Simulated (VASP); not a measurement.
A run of VASP 6.6.1 is set up as follows.

The input INCAR:

```
ALGO = Normal
EDIFF = 1E-6
ENCUT = 520
GGA = PE
ISIF = 2
ISMEAR = -1
LASPH = T
LCHARG = F
LREAL = F
LWAVE = F
NBANDS = 20
NELM = 80
PREC = Accurate
SIGMA = 0.05
```

The input KPOINTS:

```
k-points
0
Gamma
  11 11 6
```

The input POSCAR:

```
AgRh
1.0
    2.8141396046      0.0000000000      0.0000000000
   -1.4070698023      2.4371163874      0.0000000000
    0.0000000000      0.0000000000      4.8718803355
Ag Rh
1 1
Direct
    0.0000000000      0.0000000000      0.5000000000
    0.6666666667      0.3333333333      0.0000000000
```

Potentials or basis: VASP PAW PBE potentials, release 64 (Ag, Rh_pv).

Run with:

```bash
$ cat potpaw_PBE.64/Ag/POTCAR potpaw_PBE.64/Rh_pv/POTCAR > POTCAR
$ mpirun -np 1 vasp_std > vasp.out
```

What does it give for the band gap on the k mesh?

Zero (band 13 reaches 9.22 eV, above the bottom of band 14 at 8.00 eV).

Estimate the pressure.

-7.5 GPa.

Stress tensor (GPa, compression positive):
```
-7.56  0.00  0.00
 0.00 -7.56  0.00
 0.00  0.00 -7.40
```
